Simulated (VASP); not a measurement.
Wanted: the native input for a VASP 6.6.1 run.

- Task: single point
- Functional: PBE
- Dispersion: D3(BJ)
- Potentials or basis: VASP PAW PBE potentials, release 64 (C, Si)
- Cutoff: 520 eV
- k mesh: 6 × 4 × 1
- Occupations: gaussian, width 0.1 eV
- Spin: no spin polarisation
- Dipole correction: yes
- Further INCAR settings: LREAL = Auto; ALGO = Normal; EDIFF = 1e-06; NBANDS = 58

The structure of SiC20 lies in POSCAR:

```
SiC20
1.0
    4.9300510483      0.0000000000      0.0000000000
   -1.2325127621      7.0736882673      0.0000000000
    0.0000000000      0.0000000000     22.1293523549
C Si
20 1
Direct
    0.3858166895      0.5432667578      0.1807554029
    0.8858166895      0.5432667578      0.1807554029
    0.2722014076      0.0888056305      0.2267404590
    0.7722014076      0.0888056305      0.2267404590
    0.4009962183      0.6039848731      0.2420688497
    0.9009962183      0.6039848731      0.2420688497
    0.0297911243      0.1191644973      0.2573972018
    0.5297911243      0.1191644973      0.2573972018
    0.1585861258      0.6343445031      0.2727255152
    0.6585861258      0.6343445031      0.2727255152
    0.0461074868      0.1844301691      0.3199090572
    0.5461074868      0.1844301691      0.3199090572
    0.1537589873      0.6150359018      0.3368154657
    0.6537589873      0.6150359018      0.3368154657
    0.3084764848      0.2339064522      0.3480645378
    0.8084764848      0.2339064522      0.3480645378
    0.3880568074      0.5522270554      0.3629961795
    0.8880568074      0.5522270554      0.3629961795
    0.3445502047      0.3782016492      0.3944694004
    0.8445502047      0.3782016492      0.3944694004
    0.4695502047      0.8782016492      0.5345548376
```

The input as run:

INCAR

```
SYSTEM = SiC20
PREC = Accurate
ENCUT = 520
EDIFF = 1E-6
ISMEAR = 0
SIGMA = 0.1
LREAL = Auto
LASPH = .TRUE.
NELM = 60
ALGO = Normal
ISIF = 2
LWAVE = .FALSE.
LCHARG = .FALSE.
LDIPOL = .TRUE.
IDIPOL = 3
DIPOL = 0.5 0.5 0.306
GGA = PE
IVDW = 12
NBANDS = 58
```

KPOINTS

```
Automatic mesh
0
G
  6 4 1
  0 0 0
```

Potentials or basis: VASP PAW PBE potentials, release 64 (C, Si).

The run is started by

```sh
$ cat potpaw_PBE.64/C/POTCAR potpaw_PBE.64/Si/POTCAR > POTCAR
$ mpirun -np 1 vasp_std > vasp.out
```

It gave:

```json
{"Largest force": "2.595 eV/Å", "Band gap on the k mesh": "zero (bands 42 and 43 overlap by 0.06 eV)", "Dispersion energy per atom": "-0.110 eV"}
```

Wall time 27 min on 1 thread of Intel Xeon 8259CL (shared host), peak memory 0.89 GiB.
